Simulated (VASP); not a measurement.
ZnS, 6 atoms in the cell. Symmetry: R3m, No. 160, trigonal system. Conventional cell: a = 3.846 Å, b = 3.846 Å, c = 28.348 Å, α = 90.00°, β = 90.00°, γ = 120.00°. Within 3.1 Å of Zn (site symmetry 3m) lie 4 S at 2.36 Å. Zn (site symmetry 3m) has 4 S at 2.36 Å within 3.1 Å. Zn (site symmetry 3m) has 4 S at 2.36 Å within 3.1 Å. Within 3.1 Å of S (site symmetry 3m) lie 4 Zn at 2.36 Å. S (site symmetry 3m) has 4 Zn at 2.36 Å within 3.1 Å. Within 3.1 Å of S (site symmetry 3m) lie 4 Zn at 2.36 Å. 

```yaml
Program: VASP 6.6.1
Task: single point
Functional: PBE
Potentials_or_basis: VASP PAW PBE potentials, release 64 (Zn, S)
Cutoff: 520 eV
k_mesh: 12 × 12 × 12
Occupations: gaussian, width 0.02 eV
Spin: no spin polarisation
Dipole_correction: no
Further_INCAR_settings: ALGO = Normal; EDIFF = 1e-06; NBANDS = 36
```

Potentials or basis: VASP PAW PBE potentials, release 64 (Zn, S).

Run with:

```console
$ cat potpaw_PBE.64/Zn/POTCAR potpaw_PBE.64/S/POTCAR > POTCAR
$ mpirun -np 1 vasp_std > vasp.out
```

Hardware: 1 thread of Intel(R) Xeon(R) 6975P-C (Granite Rapids), on a shared host.

Problem. Estimate the wall time of this run.

Solution. Wall time 36 min on 1 thread of Intel(R) Xeon(R) 6975P-C (Granite Rapids), on a shared host, peak memory 1.1 GiB. Counts: scf iterations 15, k points 189.
